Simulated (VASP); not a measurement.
Sn: electric field gradients with PBE

Sn:

```
CELL_PARAMETERS angstrom
0.09737 3.29428 3.29428
3.29428 0.09737 3.29428
3.29428 3.29428 0.09737
ATOMIC_POSITIONS crystal
Sn 0.50000 0.50000 0.50000
Sn 0.75000 0.75000 0.75000
```

This cell differs from its parent crystal: equal xy, yz and zx shear strains of +3 %.

| Item | Value |
| --- | --- |
| Program | VASP 6.6.1 |
| Task | electric field gradients |
| Functional | PBE |
| Potentials or basis | VASP PAW PBE potentials, release 64 (Sn_d) |
| Cutoff | 520 eV |
| k mesh | 9 × 9 × 9 |
| Occupations | fermi-dirac, width 0.03 eV |
| Spin | no spin polarisation |
| Dipole correction | no |
| Further INCAR settings | ALGO = Normal; EDIFF = 1e-08; NBANDS = 21 |

```yaml
Pressure: 3.4 GPa
Largest_force: 0.444 eV/Å
Band_gap_on_the_k_mesh: zero (band 14 reaches 5.75 eV, above the bottom of band 15 at 5.55 eV)
```

Forces on the atoms (eV/Å):
```
Sn   0.256  0.256  0.256
Sn  -0.256 -0.256 -0.256
```

Stress tensor (GPa, compression positive):
```
 3.35 -1.50 -1.50
-1.50  3.35 -1.50
-1.50 -1.50  3.35
```

Levels at points of the mesh, in eV from the Fermi level:
```tsv
k point	band 10	band 11	band 12	band 13	band 14	band 15	band 16	band 17	band 18	band 19
(0.00, 0.00, 0.00)	-21.23	-10.55	-0.63	0.09	0.17	0.17	1.94	2.40	2.40	5.11
```

Electric field gradients, principal values (V/Å²):
| atom | least | middle | greatest (by size) |
| --- | --- | --- | --- |
| 1 Sn | -21.647 | -21.647 | 43.293 |
| 2 Sn | -21.647 | -21.647 | 43.293 |

Wall time 69 s on 1 thread of AMD EPYC 9R45 96-Core Processor (Zen 5) (shared host), peak memory 0.23 GiB.

Caveat: the cell differs from its parent crystal (equal xy, yz and zx shear strains of +3 %); without QUAD_EFG the Cq values of the log hold for a quadrupole moment of 1 mb, not for the nuclei; spin-orbit coupling is left out, which moves the levels of the heavy elements.
